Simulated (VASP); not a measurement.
# K4C (P6/mmm) in VASP: notebook

K4C is run at these levels: PBE; tasks: single point, relaxation of cell and atoms.

All numbers are computed with VASP 6.6.1; they aren't measurements. Logs are shortened: lines on timing, memory, paths and dates and some standing lists are left out, and cuts for length are marked.

### Step 1. The cell of the first run

The structure is hexagonal, space group P6/mmm (No. 191). The conventional cell has a = 6.000 Å, b = 6.000 Å, c = 4.127 Å, α = 90.00°, β = 90.00°, γ = 120.00°. Within 4.0 Å of K (site symmetry mmm) lie 6 K at 3.00 Å and 4 C at 3.64 Å. Within 2.7 Å of K (site symmetry 6/mmm) lie 2 C at 2.06 Å. C (site symmetry 6/mmm) has 2 K at 2.06 Å within 2.7 Å.

### Step 2. Single point, PBE

Contents of INCAR:

```
PREC     = Accurate       # precision mode
ENCUT    = 520            # plane-wave cutoff, eV
EDIFF    = 1E-6           # SCF threshold, eV
ISMEAR   = 0              # smearing method
SIGMA    = 0.1            # smearing width, eV
LREAL    = F              # projectors in reciprocal space
LASPH    = T              # aspherical terms in the spheres
NELM     = 60             # most SCF steps
ALGO     = Normal         # electronic algorithm
ISIF     = 2              # what is computed and relaxed
LWAVE    = F              # write WAVECAR
LCHARG   = F              # write CHGCAR
GGA      = PE             # functional
NBANDS   = 28             # bands
```

Contents of KPOINTS:

```
regular mesh
0
Gamma
  3 3 4
```

Contents of POSCAR:

```
K4C
1.0
    6.0000102100      0.0000000000      0.0000000000
   -3.0000051100      5.1961612700      0.0000000000
    0.0000000000      0.0000000000      4.1265705900
K C
4 1
Direct
    0.5000000000      0.0000000000      0.5000000000
    0.0000000000      0.5000000000      0.5000000000
    0.5000000000      0.5000000000      0.5000000000
    0.0000000000      0.0000000000      0.5000000000
    0.0000000000      0.0000000000      0.0000000000
```

Potentials or basis: VASP PAW PBE potentials, release 64 (K_sv, C).

Run with:

```console
$ cat potpaw_PBE.64/K_sv/POTCAR potpaw_PBE.64/C/POTCAR > POTCAR
$ mpirun -np 1 vasp_std > vasp.out
```

OUTCAR:

```text
PREC = Accurate
   ENCUT = 520
   EDIFF = 1E-6
   ISMEAR = 0
   LREAL = F
   LASPH = T
   NELM = 60
   ISIF = 2
   GGA = PE

 ion  position               nearest neighbor table
   1  0.500  0.000  0.500-   4 3.00   4 3.00   2 3.00   2 3.00   3 3.00   3 3.00
   2  0.000  0.500  0.500-   3 3.00   3 3.00   1 3.00   1 3.00   4 3.00   4 3.00
   3  0.500  0.500  0.500-   2 3.00   2 3.00   4 3.00   4 3.00   1 3.00   1 3.00
   4  0.000  0.000  0.500-   5 2.06   5 2.06   1 3.00   1 3.00   3 3.00   3 3.00   2 3.00   2 3.00

   5  0.000  0.000  0.000-   4 2.06   4 2.06

  LATTYP: Found a hexagonal cell.
 ALAT       =     6.0000102100
 C/A-ratio  =     0.6877605947

  Lattice vectors:

 A1 = (   6.0000102100,   0.0000000000,   0.0000000000)
 A2 = (  -3.0000051100,   5.1961612700,   0.0000000000)
 A3 = (   0.0000000000,   0.0000000000,   4.1265705900)

Analysis of symmetry for initial positions (statically):
=====================================================================
 Subroutine PRICEL returns:
 Original cell was already a primitive cell.

 Routine SETGRP: Setting up the symmetry group for a
 hexagonal supercell.

 Subroutine GETGRP returns: Found 24 space group operations
 (whereof 24 operations were pure point group operations)
 out of a pool of 24 trial point group operations.

The static configuration has the point symmetry D_6h.

Analysis of symmetry for dynamics (positions and initial velocities):
=====================================================================
 Subroutine PRICEL returns:
 Original cell was already a primitive cell.

 Routine SETGRP: Setting up the symmetry group for a
 hexagonal supercell.

 Subroutine GETGRP returns: Found 24 space group operations
 (whereof 24 operations were pure point group operations)
 out of a pool of 24 trial point group operations.

The dynamic configuration has the point symmetry D_6h.

 Subroutine INISYM returns: Found 24 space group operations
 (whereof 24 operations are pure point group operations),
 and found     1 'primitive' translations

----------------------------------------------------------------------------------------

                                     Primitive cell

  volume of cell :     128.6542

  direct lattice vectors                    reciprocal lattice vectors
     6.000010210  0.000000000  0.000000000     0.166666383  0.096224881  0.000000000
    -3.000005110  5.196161270  0.000000000     0.000000000  0.192449762  0.000000000
     0.000000000  0.000000000  4.126570590     0.000000000  0.000000000  0.242331975

  length of vectors
     6.000010210  6.000010217  4.126570590     0.192449762  0.192449762  0.242331975

  position of ions in fractional coordinates (direct lattice)
     0.500000000  0.000000000  0.500000000
     0.000000000  0.500000000  0.500000000
     0.500000000  0.500000000  0.500000000
     0.000000000  0.000000000  0.500000000
     0.000000000  0.000000000  0.000000000

  ion indices of the primitive-cell ions
   primitive index   ion index
                 1           1
                 2           2
                 3           3
                 4           4
                 5           5

----------------------------------------------------------------------------------------

 KPOINTS: regular mesh

Automatic generation of k-mesh.
 Grid dimensions read from file:
 generate k-points for:    3    3    4

 Generating k-lattice:

  Cartesian coordinates                     Fractional coordinates (reciprocal lattice)
     0.055555461  0.032074960  0.000000000     0.333333333  0.000000000  0.000000000
     0.000000000  0.064149921  0.000000000     0.000000000  0.333333333  0.000000000
     0.000000000  0.000000000  0.060582994     0.000000000  0.000000000  0.250000000

  Length of vectors
     0.064149921  0.064149921  0.060582994

  Shift w.r.t. Gamma in fractional coordinates (k-lattice)
     0.000000000  0.000000000  0.000000000

 Subroutine IBZKPT returns following result:
 ===========================================

 Found      9 irreducible k-points:

 Following reciprocal coordinates:
            Coordinates               Weight
  0.000000  0.000000  0.000000      1.000000
  0.333333  0.000000  0.000000      6.000000
  0.333333  0.333333  0.000000      2.000000
  0.000000  0.000000  0.250000      2.000000
  0.333333  0.000000  0.250000     12.000000
  0.333333  0.333333  0.250000      4.000000
  0.000000  0.000000  0.500000      1.000000
  0.333333  0.000000  0.500000      6.000000
  0.333333  0.333333  0.500000      2.000000
   k-points           NKPTS =      9   k-points in BZ     NKDIM =      9   number of bands    NBANDS=     28
   number of dos      NEDOS =    301   number of ions     NIONS =      5
   total plane-waves  NPLWV =  73728
   dimension x,y,z NGX =    48 NGY =   48 NGZ =   32
   dimension x,y,z NGXF=    96 NGYF=   96 NGZF=   64
   ions per type =               4   1
   NGX,Y,Z   is equivalent  to a cutoff of  13.30, 13.30, 12.89 a.u.
   NGXF,Y,Z  is equivalent  to a cutoff of  26.60, 26.60, 25.78 a.u.
 SYSTEM =  unknown system
   PREC   = accura    normal or accurate (medium, high low for compatibility)
   ISTART =      0    job   : 0-new  1-cont  2-samecut
   ICHARG =      2    charge: 1-file 2-atom 10-const
   ISPIN  =      1    spin polarized calculation?
   LNONCOLLINEAR =      F non collinear calculations
   LSORBIT =      F    spin-orbit coupling
   LASPH  =      T    aspherical Exc in radial PAW
   ENCUT  =  520.0 eV  38.22 Ry    6.18 a.u.  11.16 11.16  7.67*2*pi/ulx,y,z
   NELM   =     60;   NELMIN=  2; NELMDL= -5     # of ELM steps
   EDIFF  = 0.1E-05   stopping-criterion for ELM
   LREAL  =      F    real-space projection
   EDIFFG = 0.1E-04   stopping-criterion for IOM
   NSW    =      0    number of steps for IOM
   IBRION =     -1    ionic relax: 0-MD 1-quasi-New 2-CG
   NFREE  =      0    steps in history (QN), initial steepest desc. (CG)
   ISIF   =      2    stress and relaxation
   ISYM   =      2    0-nonsym 1-usesym 2-fastsym
   POTIM  = 0.5000    time-step for ionic-motion
   TEBEG  =    0.0;   TEEND  =   0.0 temperature during run
   PSTRESS=    0.0 pullay stress
   NELECT =      40.0000    total number of electrons
   NUPDOWN=      -1.0000    fix difference up-down
   EMIN   =  10.00;   EMAX   =-10.00  energy-range for DOS
   EFERMI =   0.00;   METHOD = LEGACY
   ISMEAR =     0;   SIGMA  =   0.10  broadening in eV -4-tet -1-fermi 0-gaus
   EFERMI_NEDOS =   21; number of points for ismear=-14 and -15
   IALGO  =     38    algorithm
   IMIX   =      4    mixing-type and parameters
     AMIX     =   0.40;   BMIX     =  1.00
     AMIX_MAG =   1.60;   BMIX_MAG =  1.00
  volume/ion in A,a.u.               =      25.73       173.64
  Fermi-wavevector in a.u.,A,eV,Ry     =   1.109056  2.095812 16.735241  1.230006
  Thomas-Fermi vector in A             =   2.245591
   LORBIT       =      0    0 simple, 1 ext, 2 COOP (PROOUT), +10 PAW based schemes
   GGA     = PE    functional components
   LHFCALC =     F    Hartree Fock is set to
   AEXX    =    0.0000 exact exchange contribution
   IVDW    =     0    specifies the selected vdW correction
   LEPSILON=     F    determine dielectric tensor
   LRPA    =     F    only Hartree local field effects (RPA)
 non-spin polarized calculation
 Gauss-broadening in eV      SIGMA  =   0.10
  energy-cutoff  :      520.00
  volume of cell :      128.65
 maximum number of plane-waves:      3507
 NGX is ok and might be reduce to    48
   NGX = 23   NGY = 23   NGZ = 15

 number of electron      40.0000004 magnetization

 Free energy of the ion-electron system (eV)
  ---------------------------------------------------
  ext. energy  EPLUGINS =         0.00000000
  ---------------------------------------------------
  free energy    TOTEN  =        -2.98728304 eV

  energy without entropy =       -2.97754208  energy(sigma->0) =       -2.98241256

 E-fermi :   3.2378     XC(G=0):  -8.4718

 val. band max:        3.2103368159   @ k =   0.3333   0.0000   0.5000
 cond. band min:       3.3928329108   @ k =   0.3333   0.3333   0.2500
 fundamental gap:      0.1824960949
 Fermi energy:         3.2378468578

 k-point     1 :       0.0000    0.0000    0.0000
  band No.  band energies     occupation
      1     -30.5935      2.00000
      2     -30.2131      2.00000
      3     -30.2131      2.00000
      4     -28.9983      2.00000
      5     -15.2097      2.00000
      6     -14.8406      2.00000
[... 20 lines left out ...]
     27       5.4615      0.00000
     28       5.5332      0.00000

 k-point     2 :       0.3333    0.0000    0.0000
  band No.  band energies     occupation
      1     -30.5084      2.00000
      2     -30.2954      2.00000
      3     -30.2141      2.00000
      4     -29.0142      2.00000
      5     -14.9153      2.00000
      6     -14.5455      2.00000
[... 20 lines left out ...]
     27       5.7141      0.00000
     28       5.9199      0.00000

 k-point     3 :       0.3333    0.3333    0.0000
  band No.  band energies     occupation
      1     -30.3971      2.00000
      2     -30.3971      2.00000
      3     -30.2231      2.00000
      4     -29.0217      2.00000
      5     -14.4918      2.00000
      6     -14.4918      2.00000
[... 20 lines left out ...]
     27       6.3167      0.00000
     28       6.3286      0.00000

 k-point     4 :       0.0000    0.0000    0.2500
  band No.  band energies     occupation
      1     -30.5894      2.00000
      2     -30.2101      2.00000
      3     -30.2101      2.00000
      4     -28.9919      2.00000
      5     -15.1989      2.00000
      6     -14.8274      2.00000
[... 20 lines left out ...]
     27       6.4762      0.00000
     28       6.4763      0.00000

 k-point     5 :       0.3333    0.0000    0.2500
  band No.  band energies     occupation
      1     -30.5046      2.00000
      2     -30.2922      2.00000
      3     -30.2111      2.00000
      4     -29.0076      2.00000
      5     -14.9055      2.00000
      6     -14.5334      2.00000
[... 20 lines left out ...]
     27       6.0709      0.00000
     28       6.6989      0.00000

 k-point     6 :       0.3333    0.3333    0.2500
  band No.  band energies     occupation
      1     -30.3937      2.00000
      2     -30.3937      2.00000
      3     -30.2200      2.00000
      4     -29.0151      2.00000
      5     -14.4837      2.00000
      6     -14.4837      2.00000
[... 20 lines left out ...]
     27       6.0373      0.00000
     28       6.0429      0.00000

 k-point     7 :       0.0000    0.0000    0.5000
  band No.  band energies     occupation
      1     -30.5853      2.00000
      2     -30.2072      2.00000
      3     -30.2072      2.00000
      4     -28.9854      2.00000
      5     -15.1881      2.00000
      6     -14.8141      2.00000
[... 20 lines left out ...]
     27       6.7039      0.00000
     28       6.7039      0.00000

 k-point     8 :       0.3333    0.0000    0.5000
  band No.  band energies     occupation
      1     -30.5008      2.00000
      2     -30.2889      2.00000
      3     -30.2082      2.00000
      4     -29.0010      2.00000
      5     -14.8956      2.00000
      6     -14.5213      2.00000
[... 20 lines left out ...]
     27       5.5785      0.00000
     28       6.6891      0.00000

 k-point     9 :       0.3333    0.3333    0.5000
  band No.  band energies     occupation
      1     -30.3902      2.00000
      2     -30.3902      2.00000
      3     -30.2169      2.00000
      4     -29.0084      2.00000
      5     -14.4755      2.00000
      6     -14.4755      2.00000
[... 20 lines left out ...]
     27       5.8179      0.00000
     28       6.1211      0.00000

------------------------ aborting loop because EDIFF is reached ----------------------------------------

  FORCE on cell =-STRESS in cart. coord.  units (eV):
  Direction    XX          YY          ZZ          XY          YZ          ZX
  --------------------------------------------------------------------------------------
  -------------------------------------------------------------------------------------
  Total       12.3426818     12.3426818      4.0551432     -0.0000000      0.0000000      0.0000000
  in kB      153.7079124    153.7079127     50.5001756     -0.0000001      0.0000000      0.0000000
  external PRESSURE =     119.3053335 kB  Pullay stress =       0.0000000 kB

 VOLUME and BASIS-vectors are now :
 -----------------------------------------------------------------------------
  energy-cutoff  :      520.00
  volume of cell :      128.65
      direct lattice vectors                 reciprocal lattice vectors
     6.000010210  0.000000000  0.000000000     0.166666383  0.096224881  0.000000000
    -3.000005110  5.196161270  0.000000000     0.000000000  0.192449762  0.000000000
     0.000000000  0.000000000  4.126570590     0.000000000  0.000000000  0.242331975

 POSITION                                       TOTAL-FORCE (eV/Angst)
 -----------------------------------------------------------------------------------
      3.00001      0.00000      2.06329        -0.000000      0.000000      0.000000
     -1.50000      2.59808      2.06329         0.000000      0.000000      0.000000
      1.50000      2.59808      2.06329        -0.000000      0.000000      0.000000
      0.00000      0.00000      2.06329        -0.000000      0.000000      0.000000
      0.00000      0.00000      0.00000         0.000000      0.000000      0.000000
 -----------------------------------------------------------------------------------
    total drift:                                0.000000      0.000000     -0.000000

  FREE ENERGIE OF THE ION-ELECTRON SYSTEM (eV)
  ---------------------------------------------------
  free  energy   TOTEN  =        -2.9872830430 eV

  energy  without entropy=       -2.9775420809  energy(sigma->0) =       -2.98241256
```

Wall time 18 s (1 thread of Intel Xeon 6975P-C (Granite Rapids), shared host); peak memory 0.24 GiB.

Results:

```
Free energy            : -2.9873 eV
Pressure               : 11.9 GPa
Band gap on the k mesh : zero (band 20 reaches 3.89 eV, above the bottom of band 21 at 2.69 eV)
```

Stress tensor (GPa, compression positive):
```
15.37  0.00  0.00
 0.00 15.37  0.00
 0.00  0.00  5.05
```

Levels at points of the mesh, in eV from the Fermi level:
```csv
k point,band 16,band 17,band 18,band 19,band 20,band 21,band 22,band 23,band 24,band 25
"(0.00, 0.00, 0.00)",-15.50,-9.32,-2.32,-0.97,-0.97,0.17,0.17,0.35,1.32,1.97
"(0.00, 0.00, 0.50)",-15.47,-6.71,-2.42,-2.42,-1.93,-0.55,-0.21,0.46,0.54,0.70
```

Caveat: the k points lie up to 0.40 Å⁻¹ apart.

### Step 3. Relaxation of cell and atoms, PBE

This run uses another cell than the first one, of 58.29 Å³/atom, 2.266 times its volume.

Contents of INCAR:

```
  ALGO = Normal
  EDIFF = 1E-7
  EDIFFG = -0.01
  ENCUT = 600
  GGA = PE
  IBRION = 2
  ISIF = 3
  ISMEAR = 0
  LASPH = True
  LCHARG = False
  LREAL = False
  LWAVE = False
  NELM = 100
  NSW = 100
  PREC = Accurate
  SIGMA = 0.1
```

Contents of KPOINTS:

```
k-points
0
Gamma
  6 6 8
```

POSCAR: that of step 2 with these lines changed.

```diff
@@ -2,5 +2,5 @@
 1.0
-    6.0000102100      0.0000000000      0.0000000000
-   -3.0000051100      5.1961612700      0.0000000000
-    0.0000000000      0.0000000000      4.1265705900
+    8.3211511484      0.0000000000      0.0000000000
+   -4.1605755742      7.2063282833      0.0000000000
+    0.0000000000      0.0000000000      4.8606672190
 K C
```

Potentials or basis: VASP PAW PBE potentials, release 64 (K_sv, C).

Run with:

```console
$ cat potpaw_PBE.64/K_sv/POTCAR potpaw_PBE.64/C/POTCAR > POTCAR
$ mpirun -np 1 vasp_std > vasp.out
```

It took 29 min on 1 thread of AMD EPYC 7R43 (Zen 3), shared host; peak memory 0.58 GiB.

Results (log left out):

* Free energy: -6.9113 eV
* Relaxed volume: 59.69 Å³/atom
* Relaxed cell: a = 8.430 Å, b = 8.430 Å, c = 4.849 Å, α = 90.00°, β = 90.00°, γ = 120.00°
* Space group after relaxing (to 0.05 Å): P6/mmm (No. 191)
* Energy gained by relaxing: 0.7 meV/atom
* Ionic steps: 6
* Pressure after relaxing: 0.0 GPa
* Band gap on the k mesh: zero (band 20 reaches 0.00 eV, above the bottom of band 21 at -0.60 eV)

Step by step:
```csv
step,energy change (eV),largest force (eV/Å),pressure (GPa),volume (Å³)
1,0.0000,0.0000,0.07,291.47
2,-0.0014,0.0000,0.06,292.58
3,-0.0033,0.0000,0.04,295.49
4,-0.0034,0.0000,0.03,296.27
5,-0.0036,0.0000,0.02,297.33
6,-0.0037,0.0000,0.00,298.43
```

Final structure:
```
K C
1.0
     8.43024    0.00000    0.00000
    -4.21512    7.30080    0.00000
     0.00000    0.00000    4.84877
K C
4 1
Cartesian
  4.2151 0.0000 2.4244
  6.3227 3.6504 2.4244
  2.1076 3.6504 2.4244
  0.0000 0.0000 2.4244
  8.4302 0.0000 0.0000
```

Levels at points of the mesh, in eV from the Fermi level:
| k point | band 16 | band 17 | band 18 | band 19 | band 20 | band 21 | band 22 | band 23 | band 24 |
| --- | --- | --- | --- | --- | --- | --- | --- | --- | --- |
| (0.00, 0.00, 0.00) | -13.98 | -8.14 | -1.57 | -0.13 | -0.13 | 0.87 | 0.94 | 0.94 | 1.08 |
| (0.50, 0.00, 0.00) | -13.98 | -8.14 | -1.26 | -0.58 | -0.31 | 0.44 | 1.06 | 1.07 | 1.51 |
| (0.00, 0.00, 0.50) | -13.97 | -7.26 | -0.92 | -0.29 | -0.29 | -0.06 | 0.53 | 1.43 | 2.15 |
| (0.50, 0.00, 0.50) | -13.97 | -7.26 | -0.77 | -0.40 | -0.29 | 0.32 | 0.85 | 1.02 | 1.22 |
